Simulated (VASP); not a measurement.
A run of VASP 6.6.1:

INCAR

```
PREC     = Accurate       # precision mode
ENCUT    = 600            # plane-wave cutoff, eV
EDIFF    = 1E-6           # SCF threshold, eV
ISMEAR   = 0              # smearing method
SIGMA    = 0.1            # smearing width, eV
LREAL    = False          # projectors in reciprocal space
LASPH    = True           # aspherical terms in the spheres
NELM     = 60             # most SCF steps
ALGO     = Fast           # electronic algorithm
ISIF     = 3              # what is computed and relaxed
LWAVE    = False          # write WAVECAR
LCHARG   = False          # write CHGCAR
GGA      = PE             # functional
IBRION   = 2              # ionic algorithm
NSW      = 100            # ionic steps
EDIFFG   = -0.01          # ionic threshold
```

The input KPOINTS:

```
regular mesh
0
Gamma
  8 8 8
```

The input POSCAR:

```
ScSi6
1.0
   -3.3190106786      3.3190106786      3.3190106786
    3.3190106786     -3.3190106786      3.3190106786
    3.3190106786      3.3190106786     -3.3190106786
Sc Si
1 6
Direct
    0.0000000000      0.0000000000      0.0000000000
    0.7500000000      0.2500000000      0.5000000000
    0.2500000000      0.7500000000      0.5000000000
    0.5000000000      0.2500000000      0.7500000000
    0.7500000000      0.5000000000      0.2500000000
    0.5000000000      0.7500000000      0.2500000000
    0.2500000000      0.5000000000      0.7500000000
```

Potentials or basis: VASP PAW PBE potentials, release 64 (Sc_sv, Si).

The run is started by

```sh
$ cat potpaw_PBE.64/Sc_sv/POTCAR potpaw_PBE.64/Si/POTCAR > POTCAR
$ mpirun -np 1 vasp_std > vasp.out
```

Hardware: 1 thread of Oxide Virtual Turin-like Processor (shared host).

**Question.** Estimate the wall time of this run.

**Answer.** It took 17 min on 1 thread of Oxide Virtual Turin-like Processor (shared host), peak memory 0.37 GiB. Counts: scf iterations 135, k points 29, ion steps 5.
